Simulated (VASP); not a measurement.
**SnSe (CsCl type): single point with PBE**

The system is SnSe (CsCl type).

```xyz
2
Lattice="3.6054 0.0000 0.0000 0.0000 3.6054 0.0000 0.0000 0.0000 3.6054" Properties=species:S:1:pos:R:3 pbc="T T T"
Sn    0.0000    0.0000    0.0000
Se    1.8027    1.8027    1.8027
```

```yaml
Program: VASP 6.6.1
Task: single point
Functional: PBE
Potentials_or_basis: VASP PAW PBE potentials, release 64 (Sn_d, Se)
Cutoff: 520 eV
k_mesh: 14 × 14 × 14
Occupations: fermi-dirac, width 0.08 eV
Spin: no spin polarisation
Dipole_correction: no
Further_INCAR_settings: ALGO = Normal; EDIFF = 1e-07; NBANDS = 17
```

```
Pressure               : 3.4 GPa
Band gap on the k mesh : zero (bands 10 and 11 overlap by 1.65 eV)
```

Levels at points of the mesh, in eV from the Fermi level:
| k point | band 8 | band 9 | band 10 | band 11 | band 12 | band 13 |
| --- | --- | --- | --- | --- | --- | --- |
| (0.00, 0.00, 0.00) | -2.09 | -2.09 | -2.09 | 4.21 | 4.21 | 6.42 |
| (0.50, 0.00, 0.00) | -0.72 | -0.72 | -0.09 | 0.56 | 3.13 | 3.13 |
| (0.50, 0.50, 0.00) | -5.42 | -5.42 | -0.28 | 4.25 | 4.25 | 4.97 |
| (0.50, 0.50, 0.50) | -3.31 | -3.31 | -3.31 | -1.32 | -1.32 | -1.32 |

Run time: 34 s on 1 thread of AMD EPYC 9R45 96-Core Processor (Zen 5), with other jobs on the host, peak memory 0.2 GiB.

Caveat: the cell stands under pressure; spin-orbit coupling is left out, which moves the levels of the heavy elements.
